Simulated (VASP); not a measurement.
# Mo (Im-3m) in VASP: further runs

The runs below take Mo through relaxation of cell and atoms, with PBE.

All numbers are computed with VASP 6.6.1; they aren't measurements. Logs are shortened: lines on timing, memory, paths and dates and some standing lists are left out, and cuts for length are marked.

### 1 The cell of the first run

It takes space group Im-3m (No. 229, cubic). The conventional cell has a = 3.147 Å, b = 3.147 Å, c = 3.147 Å, α = 90.00°, β = 90.00°, γ = 90.00°. Within 3.6 Å of Mo (site symmetry m-3m) lie 14 Mo at 2.73 to 3.15 Å.

### 2 Relaxation of cell and atoms, PBE

The input, INCAR:

```
PREC = Accurate
ENCUT = 500
EDIFF = 1E-7
ISMEAR = 1
SIGMA = 0.15
LREAL = False
LASPH = True
NELM = 120
ALGO = Normal
ISIF = 3
LWAVE = False
LCHARG = False
GGA = PE
IBRION = 2
NSW = 80
EDIFFG = -0.01
GGA_COMPAT = False
NELMIN = 4
```

The input, KPOINTS:

```
Automatic mesh
0
Gamma
  12 12 12
```

The input, POSCAR:

```
Mo
1.0
    2.7252350213     -0.0000000151     -0.0000000261
   -0.9084116596      2.5693762236     -0.0000000261
   -0.9084116596     -1.2846880741      2.2251451033
Mo
1
Direct
    0.0000000000      0.0000000000      0.0000000000
```

Potentials or basis: VASP PAW PBE potentials, release 64 (Mo_sv).

Command:

```console
cat potpaw_PBE.64/Mo_sv/POTCAR > POTCAR
mpirun -np 1 vasp_std > vasp.out
```

OUTCAR:

```text
PREC = Accurate
   ENCUT = 500
   EDIFF = 1E-7
   ISMEAR = 1
   LREAL = False
   LASPH = True
   NELM = 120
   ISIF = 3
   GGA = PE
   IBRION = 2
   NSW = 80
   EDIFFG = -0.01
   NELMIN = 4

 ion  position               nearest neighbor table
   1  0.000  0.000  0.000-

  LATTYP: Found a body centered cubic cell.
 ALAT       =     3.1468303464

  Lattice vectors:

 A1 = (   2.7252350213,  -0.0000000151,  -0.0000000261)
 A2 = (  -0.9084116596,   2.5693762236,  -0.0000000261)
 A3 = (  -0.9084116596,  -1.2846880741,   2.2251451033)

Analysis of symmetry for initial positions (statically):
=====================================================================
 Subroutine PRICEL returns:
 Original cell was already a primitive cell.

 Routine SETGRP: Setting up the symmetry group for a
 body centered cubic supercell.

 Subroutine GETGRP returns: Found 48 space group operations
 (whereof 48 operations were pure point group operations)
 out of a pool of 48 trial point group operations.

The static configuration has the point symmetry O_h .

Analysis of symmetry for dynamics (positions and initial velocities):
=====================================================================
 Subroutine PRICEL returns:
 Original cell was already a primitive cell.

 Routine SETGRP: Setting up the symmetry group for a
 body centered cubic supercell.

 Subroutine GETGRP returns: Found 48 space group operations
 (whereof 48 operations were pure point group operations)
 out of a pool of 48 trial point group operations.

The dynamic configuration has the point symmetry O_h .

 Subroutine INISYM returns: Found 48 space group operations
 (whereof 48 operations are pure point group operations),
 and found     1 'primitive' translations

----------------------------------------------------------------------------------------

                                     Primitive cell

  volume of cell :      15.5808

  direct lattice vectors                    reciprocal lattice vectors
     2.725235021 -0.000000015 -0.000000026     0.366940833  0.129733176  0.224704444
    -0.908411660  2.569376224 -0.000000026     0.000000004  0.389199527  0.224704444
    -0.908411660 -1.284688074  2.225145103     0.000000004  0.000000006  0.449408899

  length of vectors
     2.725235021  2.725235021  2.725235021     0.449408899  0.449408899  0.449408899

  position of ions in fractional coordinates (direct lattice)
     0.000000000  0.000000000  0.000000000

  ion indices of the primitive-cell ions
   primitive index   ion index
                 1           1

----------------------------------------------------------------------------------------

 KPOINTS: Automatic mesh

Automatic generation of k-mesh.
 Grid dimensions read from file:
 generate k-points for:   12   12   12

 Generating k-lattice:

  Cartesian coordinates                     Fractional coordinates (reciprocal lattice)
     0.030578403  0.010811098  0.018725370     0.083333333 -0.000000000  0.000000000
     0.000000000  0.032433294  0.018725370     0.000000000  0.083333333  0.000000000
     0.000000000  0.000000001  0.037450742    -0.000000000 -0.000000000  0.083333333

  Length of vectors
     0.037450742  0.037450742  0.037450742

  Shift w.r.t. Gamma in fractional coordinates (k-lattice)
     0.000000000  0.000000000  0.000000000

 Subroutine IBZKPT returns following result:
 ===========================================

 Found     72 irreducible k-points:

 Following reciprocal coordinates:
            Coordinates               Weight
  0.000000  0.000000  0.000000      1.000000
  0.083333 -0.000000 -0.000000     12.000000
  0.166667 -0.000000 -0.000000     12.000000
  0.250000 -0.000000 -0.000000     12.000000
  0.333333 -0.000000 -0.000000     12.000000
  0.416667 -0.000000 -0.000000     12.000000
[... 16 lines left out ...]
  0.333333  0.083333  0.083333     24.000000
  0.416667  0.083333  0.083333     12.000000
 [... further k-points ...]
   k-points           NKPTS =     72   k-points in BZ     NKDIM =     72   number of bands    NBANDS=     11
   number of dos      NEDOS =    301   number of ions     NIONS =      1
   total plane-waves  NPLWV =   8000
   dimension x,y,z NGX =    20 NGY =   20 NGZ =   20
   dimension x,y,z NGXF=    40 NGYF=   40 NGZF=   40
   ions per type =               1
   NGX,Y,Z   is equivalent  to a cutoff of  12.20, 12.20, 12.20 a.u.
   NGXF,Y,Z  is equivalent  to a cutoff of  24.40, 24.40, 24.40 a.u.
 SYSTEM =  unknown system
   PREC   = accura    normal or accurate (medium, high low for compatibility)
   ISTART =      0    job   : 0-new  1-cont  2-samecut
   ICHARG =      2    charge: 1-file 2-atom 10-const
   ISPIN  =      1    spin polarized calculation?
   LNONCOLLINEAR =      F non collinear calculations
   LSORBIT =      F    spin-orbit coupling
   LASPH  =      T    aspherical Exc in radial PAW
   ENCUT  =  500.0 eV  36.75 Ry    6.06 a.u.   4.97  4.97  4.97*2*pi/ulx,y,z
   NELM   =    120;   NELMIN=  4; NELMDL= -5     # of ELM steps
   EDIFF  = 0.1E-06   stopping-criterion for ELM
   LREAL  =      F    real-space projection
   EDIFFG = -.1E-01   stopping-criterion for IOM
   NSW    =     80    number of steps for IOM
   IBRION =      2    ionic relax: 0-MD 1-quasi-New 2-CG
   NFREE  =      1    steps in history (QN), initial steepest desc. (CG)
   ISIF   =      3    stress and relaxation
   ISYM   =      2    0-nonsym 1-usesym 2-fastsym
   POTIM  = 0.5000    time-step for ionic-motion
   TEBEG  =    0.0;   TEEND  =   0.0 temperature during run
   PSTRESS=    0.0 pullay stress
   NELECT =      14.0000    total number of electrons
   NUPDOWN=      -1.0000    fix difference up-down
   EMIN   =  10.00;   EMAX   =-10.00  energy-range for DOS
   EFERMI =   0.00;   METHOD = LEGACY
   ISMEAR =     1;   SIGMA  =   0.15  broadening in eV -4-tet -1-fermi 0-gaus
   EFERMI_NEDOS =   21; number of points for ismear=-14 and -15
   IALGO  =     38    algorithm
   IMIX   =      4    mixing-type and parameters
     AMIX     =   0.40;   BMIX     =  1.00
     AMIX_MAG =   1.60;   BMIX_MAG =  1.00
  volume/ion in A,a.u.               =      15.58       105.14
  Fermi-wavevector in a.u.,A,eV,Ry     =   1.579747  2.985289 33.954703  2.495600
  Thomas-Fermi vector in A             =   2.680079
   LORBIT       =      0    0 simple, 1 ext, 2 COOP (PROOUT), +10 PAW based schemes
   GGA     = PE    functional components
   LHFCALC =     F    Hartree Fock is set to
   AEXX    =    0.0000 exact exchange contribution
   IVDW    =     0    specifies the selected vdW correction
   LEPSILON=     F    determine dielectric tensor
   LRPA    =     F    only Hartree local field effects (RPA)
 conjugate gradient relaxation of ions
 non-spin polarized calculation
 Methfessel and Paxton  Order N= 1 SIGMA  =   0.15
  energy-cutoff  :      500.00
  volume of cell :       15.58
 maximum number of plane-waves:       420
   NGX =  9   NGY =  9   NGZ =  9

--------------------------------------- Ionic step        1  -------------------------------------------

 number of electron      14.0000001 magnetization

 Free energy of the ion-electron system (eV)
  ---------------------------------------------------
  ext. energy  EPLUGINS =         0.00000000
  ---------------------------------------------------
  free energy    TOTEN  =       -10.94755625 eV

  energy without entropy =      -10.94755836  energy(sigma->0) =      -10.94755695

------------------------ aborting loop because EDIFF is reached ----------------------------------------

  FORCE on cell =-STRESS in cart. coord.  units (eV):
  Direction    XX          YY          ZZ          XY          YZ          ZX
  --------------------------------------------------------------------------------------
  -------------------------------------------------------------------------------------
  Total        0.3822383      0.3822383      0.3822383     -0.0000000      0.0000000     -0.0000000
  in kB       39.3056304     39.3056304     39.3056304     -0.0000000      0.0000000     -0.0000000
  external PRESSURE =      39.3056304 kB  Pullay stress =       0.0000000 kB
[... 55 lines left out ...]
  energy  without entropy=      -10.9299612936  energy(sigma->0) =      -10.92993959

--------------------------------------- Ionic step        3  -------------------------------------------

 number of electron      14.0000004 magnetization

 Free energy of the ion-electron system (eV)
  ---------------------------------------------------
  ext. energy  EPLUGINS =         0.00000000
  ---------------------------------------------------
  free energy    TOTEN  =       -10.95030926 eV

  energy without entropy =      -10.95025238  energy(sigma->0) =      -10.95029030

 E-fermi :  12.3638     XC(G=0): -13.3255

 val. band max:       12.3590160732   @ k =   0.5000   0.5000   0.0833
 cond. band min:      12.4137605455   @ k =  -0.3333   0.3333   0.2500
 fundamental gap:      0.0547444723
 Fermi energy:        12.3638465654

 k-point     1 :       0.0000    0.0000    0.0000
  band No.  band energies     occupation
      1     -48.8686      2.00000
      2     -22.1610      2.00000
      3     -22.1610      2.00000
      4     -22.1610      2.00000
      5       5.2117      2.00000
      6      11.0690      2.00000
      7      11.0690      2.00000
      8      11.0690      2.00000
      9      14.0515     -0.00000
     10      14.0515     -0.00000
     11      27.2239      0.00000
[... 309 lines left out ...]
 k-point    24 :       0.4167    0.0833    0.0833
  band No.  band energies     occupation
      1     -48.6109      2.00000
      2     -23.4226      2.00000
      3     -22.6561      2.00000
      4     -22.2621      2.00000
      5       7.7234      2.00000
      6       9.0553      2.00000
      7      12.7098     -0.00526
      8      14.2351     -0.00000
      9      14.7232     -0.00000
     10      18.6835      0.00000
     11      23.3173      0.00000

 [... further k-points ...]

------------------------ aborting loop because EDIFF is reached ----------------------------------------

  FORCE on cell =-STRESS in cart. coord.  units (eV):
  Direction    XX          YY          ZZ          XY          YZ          ZX
  --------------------------------------------------------------------------------------
  -------------------------------------------------------------------------------------
  Total       -0.0053084     -0.0053084     -0.0053084      0.0000000     -0.0000000      0.0000000
  in kB       -0.5378723     -0.5378723     -0.5378723      0.0000000     -0.0000000      0.0000000
  external PRESSURE =      -0.5378723 kB  Pullay stress =       0.0000000 kB
[... 16 lines left out ...]
  FREE ENERGIE OF THE ION-ELECTRON SYSTEM (eV)
  ---------------------------------------------------
  free  energy   TOTEN  =       -10.9503092552 eV

  energy  without entropy=      -10.9502523770  energy(sigma->0) =      -10.95029030

 reached required accuracy - stopping structural energy minimisation
```

Wall time 56 s (1 thread of AMD EPYC 7R13, shared host); peak memory 0.1 GiB.

Results:

| Item | Value |
| --- | --- |
| Free energy | -10.9503 eV |
| Relaxed volume | 15.81 Å³/atom |
| Relaxed cell | a = 2.739 Å, b = 2.739 Å, c = 2.739 Å, α = 109.47°, β = 109.47°, γ = 109.47° |
| Space group after relaxing (to 0.05 Å) | Im-3m (No. 229) |
| Energy gained by relaxing | 2.8 meV/atom |
| Ionic steps | 3 |
| Pressure after relaxing | -0.1 GPa |
| Band gap on the k mesh | zero (band 7 reaches 16.33 eV, above the bottom of band 8 at 11.07 eV) |

Step by step:
| step | energy change (eV) | largest force (eV/Å) | pressure (GPa) | volume (Å³) |
| --- | --- | --- | --- | --- |
| 1 | 0.0000 | 0.0000 | 3.93 | 15.58 |
| 2 | 0.0176 | 0.0000 | -9.69 | 16.46 |
| 3 | -0.0028 | 0.0000 | -0.05 | 15.81 |

Final structure:
```
CELL_PARAMETERS angstrom
2.73866 0.00000 0.00000
-0.91289 2.58204 0.00000
-0.91289 -1.29102 2.23611
ATOMIC_POSITIONS crystal
Mo 0.00000 0.00000 0.00000
```

Levels at points of the mesh, in eV from the Fermi level:
| k point | band 5 | band 6 | band 7 | band 8 | band 9 | band 10 |
| --- | --- | --- | --- | --- | --- | --- |
| (0.00, 0.00, 0.00) | -7.15 | -1.29 | -1.29 | -1.29 | 1.69 | 1.69 |
| (0.50, 0.00, 0.00) | -5.21 | -3.30 | 1.63 | 1.71 | 2.33 | 4.71 |
| (0.50, 0.50, 0.50) | -5.31 | -5.31 | 3.96 | 3.96 | 3.96 | 9.02 |

PBE usually gives volumes a little too large and moduli too small. Zero-point motion and thermal expansion aren't in these numbers.

### 3 Relaxation of cell and atoms, PBE, target pressure 2 GPa, at which the enthalpy is minimised

The input, INCAR:

```
SYSTEM = Mo
  PREC = Accurate
  ENCUT = 500
  EDIFF = 1E-7
  ISMEAR = 1
  SIGMA = 0.15
  LREAL = .FALSE.
  LASPH = .TRUE.
  NELM = 120
  ALGO = Normal
  ISIF = 3
  LWAVE = .FALSE.
  LCHARG = .FALSE.
  GGA = PE
  IBRION = 2
  NSW = 80
  EDIFFG = -0.01
  PSTRESS = 20.0
  GGA_COMPAT = .FALSE.
  NELMIN = 4
```

The input, KPOINTS:

```
Automatic mesh
0
G
  12 12 12
  0 0 0
```

POSCAR is that of step 2.

Potentials or basis: VASP PAW PBE potentials, release 64 (Mo_sv).

Command:

```console
cat potpaw_PBE.64/Mo_sv/POTCAR > POTCAR
mpirun -np 1 vasp_std > vasp.out
```

Wall time 56 s (1 thread of AMD EPYC 7R13, shared host); peak memory 0.1 GiB.

Results (log left out):

```yaml
Free_energy: -10.9496 eV
Relaxed_volume: 15.69 Å³/atom
Relaxed_cell: a = 2.732 Å, b = 2.732 Å, c = 2.732 Å, α = 109.47°, β = 109.47°, γ = 109.47°
Space_group_after_relaxing_to_0.05_Å: Im-3m (No. 229)
Energy_change_on_relaxing_the_enthalpy_is_what_falls: -2.0 meV/atom
Ionic_steps: 3
Pressure_after_relaxing: 2.0 GPa
Band_gap_on_the_k_mesh: zero (band 7 reaches 16.49 eV, above the bottom of band 8 at 11.18 eV)
```

Step by step:
```
step  energy change (eV)  largest force (eV/Å)  pressure (GPa)  volume (Å³)
   1              0.0000                0.0000            3.93        15.58
   2             -0.0007                0.0000           -3.19        16.01
   3             -0.0020                0.0000            2.00        15.69
```

Final structure:
```xyz
1
Lattice="2.7317 0.0000 0.0000 -0.9106 2.5754 0.0000 -0.9106 -1.2877 2.2304" Properties=species:S:1:pos:R:3 pbc="T T T"
Mo    0.0000    0.0000    0.0000
```

Levels at points of the mesh, in eV from the Fermi level:
```csv
k point,band 4,band 5,band 6,band 7,band 8,band 9,band 10,band 11
"(0.00, 0.00, 0.00)",-34.51,-7.18,-1.31,-1.31,-1.31,1.70,1.70,14.87
"(0.50, 0.00, 0.00)",-34.52,-5.25,-3.34,1.66,1.73,2.36,4.77,11.64
"(0.50, 0.50, 0.50)",-35.46,-5.36,-5.36,4.01,4.01,4.01,9.08,9.08
```

Caveat: the cell is relaxed towards a set pressure, so the enthalpy falls and the energy may rise.

(Continued in part 2 of 2.)
